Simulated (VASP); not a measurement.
ZrPdSe4, 6 atoms in the cell. It takes space group F-43m (No. 216, cubic). The conventional cell has a = 8.191 Å, b = 8.191 Å, c = 8.191 Å, α = 90.00°, β = 90.00°, γ = 90.00°. Within 4.5 Å of Zr (site symmetry -43m) lie 12 Se at 3.40 Å and 4 Pd at 3.55 Å. Pd (site symmetry -43m) has 12 Se at 3.40 Å and 4 Zr at 3.55 Å within 4.5 Å. Se (site symmetry 3m) has 6 Se at 2.89 to 2.90 Å and 3 Pd at 3.40 Å and 3 Zr at 3.40 Å within 3.8 Å. The cell was generated, and may not be a known phase.

| Quantity | Value |
| --- | --- |
| Program | VASP 6.6.1 |
| Task | single point |
| Functional | PBE |
| Potentials or basis | VASP PAW PBE potentials, release 64 (Zr_sv, Pd, Se) |
| Cutoff | 520 eV |
| k mesh | 4 × 4 × 4 |
| Occupations | gaussian, width 0.1 eV |
| Spin | no spin polarisation |
| Dipole correction | no |
| Further INCAR settings | ALGO = Normal; EDIFF = 1e-07; NBANDS = 32 |

Potentials or basis: VASP PAW PBE potentials, release 64 (Zr_sv, Pd, Se).

The run is started by

```sh
$ cat potpaw_PBE.64/Zr_sv/POTCAR potpaw_PBE.64/Pd/POTCAR potpaw_PBE.64/Se/POTCAR > POTCAR
$ mpirun -np 1 vasp_std > vasp.out
```

Hardware: 1 thread of Intel(R) Xeon(R) Platinum 8375C CPU @ 2.90GHz (Ice Lake) (shared host).

Q: Estimate the wall time of this run.

A: Wall time 84 s on 1 thread of Intel(R) Xeon(R) Platinum 8375C CPU @ 2.90GHz (Ice Lake) (shared host), peak memory 0.33 GiB. Counts: scf iterations 18, k points 8.
